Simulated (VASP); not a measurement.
FeSi, 8 atoms in the cell. It takes space group P2_13 (No. 198, cubic). The conventional cell has a = 4.402 Å, b = 4.402 Å, c = 4.402 Å, α = 90.00°, β = 90.00°, γ = 90.00°. Fe (site symmetry 3) has 7 Si at 2.25 to 2.47 Å and 6 Fe at 2.70 Å within 3.0 Å. Within 3.0 Å of Si (site symmetry 3) lie 7 Fe at 2.25 to 2.47 Å and 6 Si at 2.73 Å. 

| Quantity | Value |
| --- | --- |
| Program | VASP 6.6.1 |
| Task | electric field gradients |
| Functional | PBE |
| Potentials or basis | VASP PAW PBE potentials, release 64 (Fe, Si) |
| Cutoff | 520 eV |
| k mesh | 8 × 8 × 8 |
| Occupations | fermi-dirac, width 0.05 eV |
| Spin | collinear spin, ferromagnetic start |
| Starting moments | [3.0, 3.0, 3.0, 3.0, 0.0, 0.0, 0.0, 0.0] μB |
| Dipole correction | no |
| Further INCAR settings | ALGO = Normal; EDIFF = 1e-08; NBANDS = 38 |

Potentials or basis: VASP PAW PBE potentials, release 64 (Fe, Si).

Command:

```console
$ cat potpaw_PBE.64/Fe/POTCAR potpaw_PBE.64/Si/POTCAR > POTCAR
$ mpirun -np 1 vasp_std > vasp.out
```

Hardware: 1 thread of Intel(R) Xeon(R) Platinum 8488C (Sapphire Rapids) (shared host).

Problem. How long does it take, and how much memory?

Solution. It took 6.8 min on 1 thread of Intel(R) Xeon(R) Platinum 8488C (Sapphire Rapids), with other jobs on the host, peak memory 0.36 GiB. Counts: scf iterations 22, k points 45.
